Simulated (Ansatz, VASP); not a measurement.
## Zr: VASP beside Ansatz

```
CELL_PARAMETERS angstrom
3.27453 0.00000 0.00000
-1.63727 2.83583 0.00000
0.00000 0.00000 5.21473
ATOMIC_POSITIONS crystal
Zr 0.66667 0.33333 0.75000
Zr 0.33333 0.66667 0.25000
```

Change from the starting cell: volume scaled by 1.04.

Alike in both runs: task single point; functional LDA; k mesh 9 × 9 × 5; occupations fermi-dirac, width 0.05 eV; no spin polarisation.

```csv
,VASP,Ansatz
version,VASP 6.6.1,Ansatz 0.2.0
potentials or method,"VASP PAW LDA potentials, release 64 (Zr_sv), cutoff 520 eV","all-electron LAPW, scalar-relativistic"
```

```tsv
	VASP	Ansatz	Ansatz less VASP
gap on the k mesh at the Fermi level (eV)	none	none	-
pressure (GPa)	-9.1	-9.1	-0.06
traceless stress, the component that is largest in VASP (GPa)	0.38	0.36	-0.018
```

LDA's correlation is that of Perdew and Zunger in VASP and of Perdew and Wang (1992) in Ansatz. A gap of «none» marks a metal or a gap that the smearing closes. Ansatz ran all-electron here, and VASP with PAW potentials.
